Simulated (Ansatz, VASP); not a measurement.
This is a calculation of TiAl for VASP 6.6.1.

Contents of INCAR:

```
  ALGO = Normal
  EDIFF = 1E-7
  ENCUT = 520
  ISIF = 2
  ISMEAR = -1
  LASPH = True
  LCHARG = True
  LELF = True
  LREAL = False
  LVHAR = True
  LWAVE = False
  NBANDS = 14
  NELM = 80
  PREC = Accurate
  SIGMA = 0.05
```

Contents of KPOINTS:

```
k-points
0
Gamma
  11 11 6
```

File POSCAR:

```
TiAl
1.0
    2.8862512777      0.0000000000      0.0000000000
   -1.4431256388      2.4995669282      0.0000000000
    0.0000000000      0.0000000000      4.7090645850
Ti Al
1 1
Direct
    0.0000000000      0.0000000000      0.0000000000
    0.3333333333      0.6666666667      0.5000000000
```

Potentials or basis: VASP PAW LDA potentials, release 64 (Ti_sv, Al).

Launch:

```bash
$ cat potpaw_LDA.64/Ti_sv/POTCAR potpaw_LDA.64/Al/POTCAR > POTCAR
$ mpirun -np 1 vasp_std > vasp.out
```

**Question.** Set up the same calculation for Ansatz 0.2.0. Potentials there: all-electron LAPW, scalar-relativistic.

**Answer.** As run (the cutoff follows the program's own potentials):

File input.yaml:

```yaml
crystal:
  lattice:
    - [2.8862512777, 0.0, 0.0]
    - [-1.4431256388, 2.4995669282, 0.0]
    - [0.0, 0.0, 4.709064585]
  atoms:
    - { symbol: Ti, position: [0.0, 0.0, 0.0] }
    - { symbol: Al, position: [0.3333333333, 0.6666666667, 0.5] }
kpoints:
  mp_grid: { grid: [11, 11, 6] }
scf:
  occupations: { method: fermi_dirac, width: 0.05 }
hamiltonian:
  xc: lda
  pseudopotentials: { kind: all_electron, lapw: { basis_error: 0.001 } }
output:
  forces: true
  stress: true
  eigenvalues: true
```

Potentials or basis: all-electron LAPW, scalar-relativistic.

Command:

```sh
$ ansatz run input.yaml --threads 1 --pin off --max-ram 3072MiB --backend cpu --events-out ev --progress --plain --runs-dir out
```

Both were run:

|  | VASP | Ansatz | Ansatz less VASP |
| --- | --- | --- | --- |
| gap on the k mesh at the Fermi level (eV) | none | none | - |
| pressure (GPa) | -7.8 | -7.9 | -0.07 |
| traceless stress, the component that is largest in VASP (GPa) | -1.03 | -1.08 | -0.055 |

LDA's correlation is that of Perdew and Zunger in VASP and of Perdew and Wang (1992) in Ansatz. A gap of «none» marks a metal or a gap that the smearing closes. Ansatz ran all-electron here, and VASP with PAW potentials.
